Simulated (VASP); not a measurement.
Input of a VASP 6.6.1 run:

Contents of INCAR:

```
SYSTEM = Ta2PtS4
PREC = Accurate
ENCUT = 520
EDIFF = 1E-7
ISMEAR = 0
SIGMA = 0.1
LREAL = .False.
LASPH = .True.
NELM = 150
ALGO = Normal
ISIF = 2
LWAVE = .False.
LCHARG = .False.
ISPIN = 2
MAGMOM = 1 1 1 0 0 0 0
LORBIT = 11
LMAXMIX = 4
GGA = PE
NBANDS = 41
```

KPOINTS

```
regular mesh
0
Gamma
  4 4 6
  0 0 0
```

File POSCAR:

```
Ta2PtS4
1.0
    3.6580209600     -5.1812867000      0.0000000000
    3.6580209600      5.1812867000      0.0000000000
    0.0000000000      0.0000000000      3.6379513700
Ta Pt S
2 1 4
Direct
    0.5000000000      0.0000000000      0.5000000000
    0.0000000000      0.5000000000      0.5000000000
    0.0000000000      0.0000000000      0.0000000000
    0.7590458400      0.7590458400      0.5000000000
    0.2409541600      0.2409541600      0.5000000000
    0.7564236600      0.2435763400      0.0000000000
    0.2435763400      0.7564236600      0.0000000000
```

Potentials or basis: VASP PAW PBE potentials, release 64 (Ta_pv, Pt, S).

Command:

```console
$ cat potpaw_PBE.64/Ta_pv/POTCAR potpaw_PBE.64/Pt/POTCAR potpaw_PBE.64/S/POTCAR > POTCAR
$ mpirun -np 1 vasp_std > vasp.out
```

Problem. Estimate the site moments.

Solution. Ta +0.34; Pt +0.07; S -0.00, -0.01 (each value once) μB.

Problem. Predict the pressure.

Solution. -8.5 GPa.

Forces in eV/Å, atoms in the order of the input:
```
Ta   0.000  0.000  0.000
Ta   0.000  0.000  0.000
Pt   0.000  0.000  0.000
S    0.498  0.000  0.000
S   -0.498  0.000  0.000
S    0.000  0.198  0.000
S    0.000 -0.198  0.000
```

Caveat: the cell stands under tension.
